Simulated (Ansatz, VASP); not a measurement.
**CdS: VASP beside Ansatz**

Contents of POSCAR:

```
CdS
1.0
    0.0000000000      2.9392138883      2.9392138883
    2.9392138883      0.0000000000      2.9392138883
    2.9392138883      2.9392138883      0.0000000000
Cd S
1 1
Direct
    0.0000000000      0.0000000000      0.0000000000
    0.2500000000      0.2500000000      0.2500000000
```

The input INCAR.step1:

```
SYSTEM = CdS
  PREC = Accurate
  ENCUT = 550
  ISMEAR = 1
  SIGMA = 0.5
  LREAL = .False.
  LASPH = .True.
  NELM = 120
  NBANDS = 16
  GGA = PE
  ALGO = Normal
  EDIFF = 1E-5
  LWAVE = .True.
  LCHARG = .False.
  GGA_COMPAT = .False.
```

File INCAR.step2:

```
SYSTEM = CdS
  PREC = Accurate
  ENCUT = 550
  EDIFF = 1E-6
  ISMEAR = 1
  SIGMA = 0.5
  LREAL = .False.
  LASPH = .True.
  NELM = 120
  ALGO = Normal
  ISIF = 2
  LWAVE = .False.
  LCHARG = .False.
  METAGGA = R2SCAN
  LMIXTAU = .True.
  NBANDS = 16
  ISTART = 1
  GGA_COMPAT = .False.
```

KPOINTS

```
Automatic mesh
0
Gamma
  6 6 6
  0 0 0
```

Input for Ansatz:

```yaml
crystal:
  lattice:
    - [0.0, 2.9392138883, 2.9392138883]
    - [2.9392138883, 0.0, 2.9392138883]
    - [2.9392138883, 2.9392138883, 0.0]
  atoms:
    - { symbol: Cd, position: [0.0, 0.0, 0.0] }
    - { symbol: S, position: [0.25, 0.25, 0.25] }
kpoints:
  mp_grid: { grid: [6, 6, 6] }
hamiltonian:
  xc: r2scan
scf:
  occupations: { method: methfessel_paxton, width: 0.5 }
  n_extra_bands: 4
output:
  forces: true
  stress: true
  eigenvalues: true
```

Alike in both runs: task single point; functional r2SCAN; k mesh 6 × 6 × 6; occupations methfessel-paxton of order 1, width 0.5 eV; no spin polarisation.

|  | VASP | Ansatz |
| --- | --- | --- |
| version | VASP 6.6.1 | Ansatz 0.2.0 |
| potentials or method | VASP PAW PBE potentials, release 64 (Cd, S) | plane waves |
| plane-wave cutoff (eV) | 550 | 500 |
| valence electrons in the cell | 18 | 26 |

```csv
,VASP,Ansatz,Ansatz less VASP
pressure (GPa),0.2,-0.1,-0.29
```

VASP's potentials were made for PBE, not for r2SCAN. VASP's potentials hold 18 valence electrons a cell and Ansatz's 26, so a difference there can come from the potentials and not from the codes.
